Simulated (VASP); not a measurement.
# KBr (P6_3/mmc) in VASP: further runs, part 3 of 3

VASP 6.6.1.

## (6) Single point, r2SCAN (35.01 Å³/atom)

This run uses another cell than the first one, of 35.01 Å³/atom.

File POSCAR:

```
KBr
1.0
    4.5132415885      0.0000000000      0.0000000000
   -2.2566207942      3.9085818690      0.0000000000
    0.0000000000      0.0000000000      7.9390484415
K Br
2 2
Direct
    0.0000000000      0.0000000000      0.0000000000
    0.0000000000      0.0000000000      0.5000000000
    0.3333333333      0.6666666667      0.2500000000
    0.6666666667      0.3333333333      0.7500000000
```

File INCAR.step1:

```
PREC = Accurate
ENCUT = 520
ISMEAR = 0
SIGMA = 0.01
LREAL = F
LASPH = T
NELM = 60
NBANDS = 24
GGA = PE
ALGO = Normal
EDIFF = 1E-4
LWAVE = T
LCHARG = F
```

File INCAR.step2:

```
PREC = Accurate
ENCUT = 520
EDIFF = 1E-6
ISMEAR = 0
SIGMA = 0.01
LREAL = F
LASPH = T
NELM = 60
ALGO = Normal
ISIF = 2
LWAVE = F
LCHARG = T
METAGGA = R2SCAN
LMIXTAU = T
LELF = T
LVHAR = T
NBANDS = 24
ISTART = 1
```

File KPOINTS:

```
Automatic mesh
0
Gamma
  6 6 4
```

Potentials or basis: VASP PAW PBE potentials, release 64 (K_sv, Br).

Started as:

```bash
> cat potpaw_PBE.64/K_sv/POTCAR potpaw_PBE.64/Br/POTCAR > POTCAR
> cp INCAR.step1 INCAR
> mpirun -np 1 vasp_std > vasp.out
> cp INCAR.step2 INCAR
> mpirun -np 1 vasp_std > vasp.out
```

OUTCAR:

```text
PREC = Accurate
   ENCUT = 520
   EDIFF = 1E-6
   ISMEAR = 0
   LREAL = F
   LASPH = T
   NELM = 60
   ISIF = 2
   METAGGA = R2SCAN
   ISTART = 1

 ion  position               nearest neighbor table
   1  0.000  0.000  0.000-   3 3.28   4 3.28   3 3.28   4 3.28   4 3.28   3 3.28
   2  0.000  0.000  0.500-   3 3.28   4 3.28   3 3.28   4 3.28   4 3.28   3 3.28
   3  0.333  0.667  0.250-   1 3.28   2 3.28   1 3.28   2 3.28   1 3.28   2 3.28
   4  0.667  0.333  0.750-   1 3.28   2 3.28   1 3.28   2 3.28   1 3.28   2 3.28

  LATTYP: Found a hexagonal cell.
 ALAT       =     4.5132415885
 C/A-ratio  =     1.7590568300

  Lattice vectors:

 A1 = (   4.5132415885,   0.0000000000,   0.0000000000)
 A2 = (  -2.2566207942,   3.9085818690,   0.0000000000)
 A3 = (   0.0000000000,   0.0000000000,   7.9390484415)

Analysis of symmetry for initial positions (statically):
=====================================================================
 Subroutine PRICEL returns:
 Original cell was already a primitive cell.

 Routine SETGRP: Setting up the symmetry group for a
 hexagonal supercell.

 Subroutine GETGRP returns: Found 24 space group operations
 (whereof 12 operations were pure point group operations)
 out of a pool of 24 trial point group operations.

The static configuration has the point symmetry D_3d.
 The point group associated with its full space group is D_6h.

Analysis of symmetry for dynamics (positions and initial velocities):
=====================================================================
 Subroutine PRICEL returns:
 Original cell was already a primitive cell.

 Routine SETGRP: Setting up the symmetry group for a
 hexagonal supercell.

[... 118 lines left out ...]
   EMIN   =  10.00;   EMAX   =-10.00  energy-range for DOS
   EFERMI =   0.00;   METHOD = LEGACY
   ISMEAR =     0;   SIGMA  =   0.01  broadening in eV -4-tet -1-fermi 0-gaus
   EFERMI_NEDOS =   21; number of points for ismear=-14 and -15
   IALGO  =     38    algorithm
   IMIX   =      4    mixing-type and parameters
     AMIX     =   0.40;   BMIX     =  1.00
     AMIX_MAG =   1.60;   BMIX_MAG =  1.00
  volume/ion in A,a.u.               =      35.01       236.27
  Fermi-wavevector in a.u.,A,eV,Ry     =   1.000843  1.891320 13.628783  1.001687
  Thomas-Fermi vector in A             =   2.133226
   LORBIT       =      0    0 simple, 1 ext, 2 COOP (PROOUT), +10 PAW based schemes
   METAGGA = R2SCAN    functional components
   LHFCALC =     F    Hartree Fock is set to
   AEXX    =    0.0000 exact exchange contribution
   IVDW    =     0    specifies the selected vdW correction
   LEPSILON=     F    determine dielectric tensor
   LRPA    =     F    only Hartree local field effects (RPA)
 non-spin polarized calculation
 Gauss-broadening in eV      SIGMA  =   0.01
  energy-cutoff  :      520.00
  volume of cell :      140.05
 maximum number of plane-waves:      3810
 NGX is ok and might be reduce to    36
   NGX = 17   NGY = 17   NGZ = 29

 number of electron      32.0000001 magnetization

 Free energy of the ion-electron system (eV)
  ---------------------------------------------------
  ext. energy  EPLUGINS =         0.00000000
  ---------------------------------------------------
  free energy    TOTEN  =       -46.38528126 eV

  energy without entropy =      -46.38528126  energy(sigma->0) =      -46.38528126

 E-fermi :  -1.8750     XC(G=0):  -7.8577

 val. band max:       -1.9612745276   @ k =   0.0000   0.0000   0.0000
 cond. band min:       3.1204058356   @ k =   0.0000   0.0000   0.0000
 fundamental gap:      5.0816803633
 Fermi energy:        -1.8749973149

 k-point     1 :       0.0000    0.0000    0.0000
  band No.  band energies     occupation
      1     -30.9596      2.00000
      2     -30.9465      2.00000
      3     -15.0338      2.00000
      4     -14.7895      2.00000
      5     -13.6684      2.00000
      6     -13.6684      2.00000
[... 556 lines left out ...]
     23       7.9329      0.00000
     24       7.9358      0.00000

------------------------ aborting loop because EDIFF is reached ----------------------------------------

  FORCE on cell =-STRESS in cart. coord.  units (eV):
  Direction    XX          YY          ZZ          XY          YZ          ZX
  --------------------------------------------------------------------------------------
  -------------------------------------------------------------------------------------
  Total        0.4724985      0.4724985      0.5048483      0.0000000      0.0000000      0.0000000
  in kB        5.4054860      5.4054860      5.7755753      0.0000000      0.0000000      0.0000000
  external PRESSURE =       5.5288491 kB  Pullay stress =       0.0000000 kB

 VOLUME and BASIS-vectors are now :
 -----------------------------------------------------------------------------
  energy-cutoff  :      520.00
  volume of cell :      140.05
      direct lattice vectors                 reciprocal lattice vectors
     4.513241588  0.000000000  0.000000000     0.221570235  0.127923635  0.000000000
    -2.256620794  3.908581869  0.000000000     0.000000000  0.255847270  0.000000000
     0.000000000  0.000000000  7.939048441     0.000000000  0.000000000  0.125959680

 POSITION                                       TOTAL-FORCE (eV/Angst)
 -----------------------------------------------------------------------------------
      0.00000      0.00000      0.00000         0.000000      0.000000      0.000000
      0.00000      0.00000      3.96952         0.000000      0.000000      0.000000
     -0.00000      2.60572      1.98476        -0.000000      0.000000     -0.000000
      2.25662      1.30286      5.95429         0.000000      0.000000      0.000000
 -----------------------------------------------------------------------------------
    total drift:                               -0.000000      0.000000     -0.000000

  FREE ENERGIE OF THE ION-ELECTRON SYSTEM (eV)
  ---------------------------------------------------
  free  energy   TOTEN  =       -46.3852812591 eV

  energy  without entropy=      -46.3852812591  energy(sigma->0) =      -46.38528126
```

OUTCAR.step1:

```text
PREC = Accurate
   ENCUT = 520
   ISMEAR = 0
   LREAL = F
[... 793 lines left out ...]
      0.00000      0.00000      0.00000        -0.000000     -0.000000      0.000000
      0.00000      0.00000      3.96952        -0.000000     -0.000000      0.000000
     -0.00000      2.60572      1.98476         0.000000     -0.000000     -0.000000
      2.25662      1.30286      5.95429         0.000000      0.000000      0.000000
 -----------------------------------------------------------------------------------
    total drift:                               -0.000000      0.000000     -0.000000

  FREE ENERGIE OF THE ION-ELECTRON SYSTEM (eV)
  ---------------------------------------------------
  free  energy   TOTEN  =       -12.3049986158 eV

  energy  without entropy=      -12.3049986158  energy(sigma->0) =      -12.30499862
```

OSZICAR.step1:

```text
N       E                     dE             d eps       ncg     rms          rms(c)
DAV:   1     0.228900806624E+03    0.22890E+03   -0.13901E+04  1008   0.117E+03
DAV:   2     0.518812409230E+01   -0.22371E+03   -0.21246E+03  1224   0.295E+02
DAV:   3    -0.122780081214E+02   -0.17466E+02   -0.17387E+02  1680   0.707E+01
DAV:   4    -0.126412950640E+02   -0.36329E+00   -0.36247E+00  1464   0.100E+01
DAV:   5    -0.126534733012E+02   -0.12178E-01   -0.12178E-01  1496   0.151E+00    0.462E+00
DAV:   6    -0.123102703144E+02    0.34320E+00   -0.54266E-01  1248   0.286E+00    0.334E+00
DAV:   7    -0.122885341295E+02    0.21736E-01   -0.34455E-01  1264   0.247E+00    0.149E+00
DAV:   8    -0.123049249300E+02   -0.16391E-01   -0.56780E-02  1384   0.126E+00    0.299E-01
DAV:   9    -0.123049986158E+02   -0.73686E-04   -0.93095E-04  1344   0.160E-01
   1 F= -.12304999E+02 E0= -.12304999E+02  d E =-.147546E-91
```

It took 2 min on 1 thread of Intel Xeon 6975P-C (Granite Rapids), shared host; peak memory 0.31 GiB.

What came out:

| Property | Result |
| --- | --- |
| Free energy | -46.3853 eV |
| Pressure | 0.6 GPa |
| Band gap on the k mesh | 5.08 eV |

Caveat: the PAW data sets were made with another functional, which shifts forces and pressure a little.

## (7) Summary

| level | cell | gap on the mesh (eV) | pressure (GPa) |
| --- | --- | --- | --- |
| PBE | a = 4.642, b = 4.642, c = 8.108 Å, angles 90.0, 90.0, 120.0°, 4 atoms | 4.24 | 0.0 |
| PBE | a = 4.688, b = 4.688, c = 8.188 Å, angles 90.0, 90.0, 120.0°, 4 atoms | 4.17 | -0.4 |
| PBE | a = 4.733, b = 4.733, c = 8.267 Å, angles 90.0, 90.0, 120.0°, 4 atoms | 4.10 | -0.7 |
| r2SCAN | a = 4.466, b = 4.466, c = 7.856 Å, angles 90.0, 90.0, 120.0°, 4 atoms | 5.17 | 1.2 |
| r2SCAN | a = 4.513, b = 4.513, c = 7.939 Å, angles 90.0, 90.0, 120.0°, 4 atoms | 5.08 | 0.6 |

Alike in all rows: task single point; potentials or basis VASP PAW PBE potentials, release 64 (K_sv, Br); no spin polarisation; k mesh 6 × 6 × 4; cutoff (eV) 520; smearing gaussian 0.01 eV.

Caveats: the PAW data sets were made with another functional, which shifts forces and pressure a little (at least some runs).

Total energies depend on the potentials used, so only differences within one code and one set of settings carry meaning.
